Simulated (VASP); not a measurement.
A run of VASP 6.6.1 is set up as follows.

Contents of INCAR:

```
  ALGO = Normal
  EDIFF = 1E-7
  ENCUT = 520
  GGA = PE
  ISIF = 2
  ISMEAR = 0
  LASPH = True
  LCHARG = False
  LREAL = False
  LWAVE = False
  NBANDS = 23
  NELM = 100
  PREC = Accurate
  SIGMA = 0.1
```

KPOINTS

```
k-points
0
Gamma
  4 4 4
```

File POSCAR:

```
Li7Sb
1.0
    3.8874627156     -5.6090825536     -0.0253556833
    3.8874627156      5.6090825536     -0.0253556833
   -3.8939916200      0.0000000000      3.9607708548
Li Sb
7 1
Direct
    0.0000000000      0.5000000000      0.0000000000
    0.5000000000      0.0000000000      0.0000000000
    0.6384213360      0.8956050351      0.4317617649
    0.1043949649      0.3615786640      0.5682382351
    0.3615786640      0.1043949649      0.5682382351
    0.8956050351      0.6384213360      0.4317617649
    0.5000000000      0.5000000000      0.5000000000
    0.0000000000      0.0000000000      0.0000000000
```

Potentials or basis: VASP PAW PBE potentials, release 64 (Li_sv, Sb).

The run is started by

```bash
$ cat potpaw_PBE.64/Li_sv/POTCAR potpaw_PBE.64/Sb/POTCAR > POTCAR
$ mpirun -np 1 vasp_std > vasp.out
```

**Question.** Estimate the band gap on the k mesh.

**Answer.** Zero (band 13 reaches 2.11 eV, above the bottom of band 14 at 1.54 eV).

**Question.** Predict the largest force.

**Answer.** 0.015 eV/Å.

Forces on the atoms (eV/Å):
```
Li   0.000  0.000  0.000
Li   0.000  0.000  0.000
Li   0.004 -0.008 -0.012
Li  -0.004 -0.008  0.012
Li  -0.004  0.008  0.012
Li   0.004  0.008 -0.012
Li   0.000  0.000  0.000
Sb   0.000  0.000  0.000
```

Caveat: the k points lie up to 0.40 Å⁻¹ apart; spin-orbit coupling is left out, which moves the levels of the heavy elements.
